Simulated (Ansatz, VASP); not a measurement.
HfO2: VASP beside Ansatz

```
Hf O
1.0
     0.00000   -2.54881   -2.54881
    -2.54881    0.00000   -2.54881
     2.54881    2.54881   -5.09761
Hf O
2 4
Direct
  0.01602 0.01602 0.00000
  0.48398 0.48398 0.50000
  0.12343 0.12343 0.62500
  0.62657 0.62657 0.12500
  0.37657 0.37657 0.87500
  0.87343 0.87343 0.37500
```

Change from the starting cell: mode 4 (81.9 1/cm) frozen in, largest displacement -0.100 Å.

Alike in both runs: task single point; functional PBE; k mesh 6 × 6 × 8; occupations gaussian, width 0.05 eV; no spin polarisation.

|  | VASP | Ansatz |
| --- | --- | --- |
| version | VASP 6.6.1 | Ansatz 0.2.0 |
| potentials or method | VASP PAW PBE potentials, release 64 (Hf_pv, O), cutoff 520 eV | scalar-relativistic, plane waves, PAW |
| valence electrons in the cell | 44 | 76 |

Ansatz gave:

```
gap on the k mesh at the Fermi level (eV)                     : 3.80
least direct gap on the mesh (eV)                             : 3.81
pressure (GPa)                                                : 0.8
traceless stress, the component that is largest in VASP (GPa) : 0.51
rms of the force components (eV/Å)                            : 0.165
```

Question: What did VASP give for the same quantities?

Answer: gap on the k mesh at the Fermi level (eV): 3.81; least direct gap on the mesh (eV): 3.82; pressure (GPa): -2.8; traceless stress, the component that is largest in VASP (GPa): 0.50; rms of the force components (eV/Å): 0.156.

Atom by atom the forces differ by 0.016 eV/Å (rms over components). The functional is the same, so the differences come from potentials, cutoffs and numerics. VASP's potentials hold 44 valence electrons a cell and Ansatz's 76, so a difference there can come from the potentials and not from the codes.

Spin-orbit coupling is off throughout.
